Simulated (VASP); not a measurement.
Runs of VASP 6.6.1 on TiCo. The structure is that of space group Pm-3m (No. 221), or close to it. The cells are those of the table. 

```tsv
cell	k mesh	smearing	k mesh for the DOS	occupations for the DOS	gap on the mesh (eV)	pressure (GPa)	moment (μB)
a = 2.835 Å, 2 atoms	14 × 14 × 14	gaussian 0.1 eV	-	-	none	24.1	0.28
a = 2.996 Å, 2 atoms	14 × 14 × 14	gaussian 0.1 eV	-	-	none	-9.6	0.81
a = 2.939 Å, 2 atoms	14 × 14 × 14	gaussian 0.1 eV	21 × 21 × 21	tetrahedron	-	-	0.58
a = 2.939 Å, 2 atoms	20 × 20 × 20	gaussian 0.15 eV	-	-	none	-0.4	0.63
a = 2.879 Å, 2 atoms	14 × 14 × 14	gaussian 0.1 eV	-	-	none	12.3	0.41
a = 2.918 Å, 2 atoms	14 × 14 × 14	gaussian 0.1 eV	-	-	none	3.4	0.51
a = 2.909 Å, 2 atoms	14 × 14 × 14	gaussian 0.1 eV	-	-	none	5.3	0.49
a = 2.939 Å, 2 atoms	18 × 18 × 18	gaussian 0.1 eV	-	-	none	(b)	0.69
a = 2.944 Å, 2 atoms	14 × 14 × 14	gaussian 0.1 eV	-	-	none	-1.5	0.60
a = 2.968 Å, 2 atoms	14 × 14 × 14	gaussian 0.1 eV	-	-	none	-5.4	0.70
a = 2.939 Å, 2 atoms	14 × 14 × 14	gaussian 0.1 eV	-	-	none	-0.6	0.58
a = 2.882 Å, 2 atoms	14 × 14 × 14	gaussian 0.1 eV	-	-	none	(a)	0.42
```

Alike in all rows: task single point; level PBEsol; potentials or basis VASP PAW PBE potentials, release 64 (Ti_sv, Co); spin collinear, ferromagnetic start; cutoff (eV) 520.

Task: Fill in the values left out.

Result: (a) 11.3; (b) -0.2.

Caveats: the PAW data sets were made with another functional, which shifts forces and pressure a little; the cell stands under pressure (at least some runs); the cell stands under tension (at least some runs); tetrahedron occupations give inexact forces and stress in metals (at least some runs).

A gap of «none» marks levels without a gap at the run's occupations.
